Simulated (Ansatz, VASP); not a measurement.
**HfC: VASP beside Ansatz**

```
Hf C
1.0
     0.00000    2.47499    2.47499
     2.47499    0.00000    2.47499
     2.47499    2.47499    0.00000
Hf C
1 1
Direct
  0.00000 0.00000 0.00000
  0.25000 0.25000 0.25000
```

Alike in both runs: task single point; functional PBE; k mesh 12 × 12 × 12; occupations gaussian, width 0.05 eV; no spin polarisation.

|  | VASP | Ansatz |
| --- | --- | --- |
| version | VASP 6.6.1 | Ansatz 0.2.0 |
| potentials or method | VASP PAW PBE potentials, release 64 (Hf_pv, C), cutoff 520 eV | scalar-relativistic, plane waves, PAW |
| valence electrons in the cell | 14 | 30 |

```csv
,VASP,Ansatz,Ansatz less VASP
gap on the k mesh at the Fermi level (eV),0.24,0.23,-0.003
least direct gap on the mesh (eV),0.24,0.23,-0.003
pressure (GPa),9.5,9.7,+0.23
```

With one functional, cell and mesh, what is left measures potentials, basis and numerics. VASP's potentials hold 14 valence electrons a cell and Ansatz's 30, so a difference there can come from the potentials and not from the codes.

Neither program's run includes spin-orbit coupling.
